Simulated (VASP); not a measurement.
Write the native input for VASP 6.6.1 that does the following.

| Quantity | Value |
| --- | --- |
| Task | electric field gradients |
| Functional | r2SCAN |
| Potentials or basis | VASP PAW PBE potentials, release 64 (Cu, O) |
| Cutoff | 520 eV |
| k mesh | 12 × 12 × 12 |
| Occupations | fermi-dirac, width 0.08 eV |
| Spin | no spin polarisation |
| Dipole correction | no |
| Further INCAR settings | ALGO = Normal; EDIFF = 1e-08; NBANDS = 16 |

CuO (CsCl type):

```
Cu O
1.0
     2.63683    0.00000    0.00000
     0.00000    2.63683    0.00000
     0.00000    0.00000    2.63683
Cu O
1 1
Cartesian
  0.0000 0.0000 0.0000
  1.3184 1.3184 1.3184
```

These files were run (other wordings do the same):

POSCAR

```
CuO
1.0
    2.6368332336      0.0000000000      0.0000000000
    0.0000000000      2.6368332336      0.0000000000
    0.0000000000      0.0000000000      2.6368332336
Cu O
1 1
Direct
    0.0000000000      0.0000000000      0.0000000000
    0.5000000000      0.5000000000      0.5000000000
```

INCAR.step1

```
SYSTEM = CuO
PREC = Accurate ; ENCUT = 520
ISMEAR = -1 ; SIGMA = 0.08
LREAL = .False. ; LASPH = .True.
NELM = 100 ; NBANDS = 16
GGA = PE ; ALGO = Normal
EDIFF = 1E-4 ; LWAVE = .True.
LCHARG = .False.
```

INCAR.step2

```
SYSTEM = CuO
PREC = Accurate ; ENCUT = 520
EDIFF = 1E-8 ; ISMEAR = -1
SIGMA = 0.08 ; LREAL = .False.
LASPH = .True. ; NELM = 100
ALGO = Normal ; ISIF = 2
LWAVE = .False. ; LCHARG = .False.
METAGGA = R2SCAN ; LMIXTAU = .True.
LEFG = .True. ; NBANDS = 16
ISTART = 1
```

KPOINTS

```
Automatic mesh
0
Gamma
  12 12 12
  0 0 0
```

Potentials or basis: VASP PAW PBE potentials, release 64 (Cu, O).

Launch:

```sh
$ cat potpaw_PBE.64/Cu/POTCAR potpaw_PBE.64/O/POTCAR > POTCAR
$ cp INCAR.step1 INCAR
$ mpirun -np 1 vasp_std > vasp.out
$ cp INCAR.step2 INCAR
$ mpirun -np 1 vasp_std > vasp.out
```

Results of the run:

* Pressure: -7.1 GPa

Caveat: without QUAD_EFG the Cq values of the log hold for a quadrupole moment of 1 mb, not for the nuclei; the PAW data sets were made with another functional, which shifts forces and pressure a little; an odd number of electrons without spin polarisation forces a metal; a magnetic or distorted state may lie lower.

Run time: 2.3 min on 1 thread of AMD EPYC 7R43 64-Core Processor (Zen 3) (shared host), peak memory 0.11 GiB.
